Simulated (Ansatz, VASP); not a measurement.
**C18O: VASP beside Ansatz**

```
C O
1.0
     7.39800    0.00000    0.00000
    -3.69900    6.40686    0.00000
     0.00000    0.00000   11.00000
C O
18 1
Direct
  0.99622 0.00165 0.08213
  0.21627 0.11198 0.08215
  0.99432 0.33294 0.08356
  0.21730 0.44377 0.08777
  0.99522 0.66990 0.08777
  0.21821 0.78073 0.08358
  0.32819 0.00069 0.08266
  0.55140 0.11203 0.08213
  0.32314 0.33210 0.09004
  0.54784 0.44006 0.11376
  0.33036 0.66989 0.08777
  0.54787 0.78157 0.09001
  0.66112 0.00169 0.08212
  0.88432 0.11298 0.08264
  0.66467 0.33216 0.09004
  0.88215 0.44377 0.08778
  0.66463 0.67361 0.11372
  0.88936 0.78153 0.09000
  0.60627 0.55688 0.22766
```

Alike in both runs: functional PBE; k mesh 2 × 2 × 1; occupations fermi-dirac, width 0.05 eV; collinear spin.

Ansatz relaxed the structure, and its values are those at the end. VASP's run is a single point on that final structure, the one shown.

|  | VASP | Ansatz |
| --- | --- | --- |
| version | VASP 6.6.1 | Ansatz 0.2.0 |
| potentials or method | VASP PAW PBE potentials, release 64 (C_h, O_h), cutoff 910 eV | scalar-relativistic, plane waves, PAW |
| valence electrons in the cell | 78 | 78 |

```csv
,VASP,Ansatz,Ansatz less VASP
rms of the force components (eV/Å),0.015,0.005,-0.0103
net moment per atom (μB),0.00,0.00,0.000
```

Ansatz's warnings: seeded moment not kept.

The k mesh is coarse, so the values compare programs but aren't converged. Noted on VASP's run: the cutoff is under 1.25 times that of the potentials, so the pressure is a little rough.
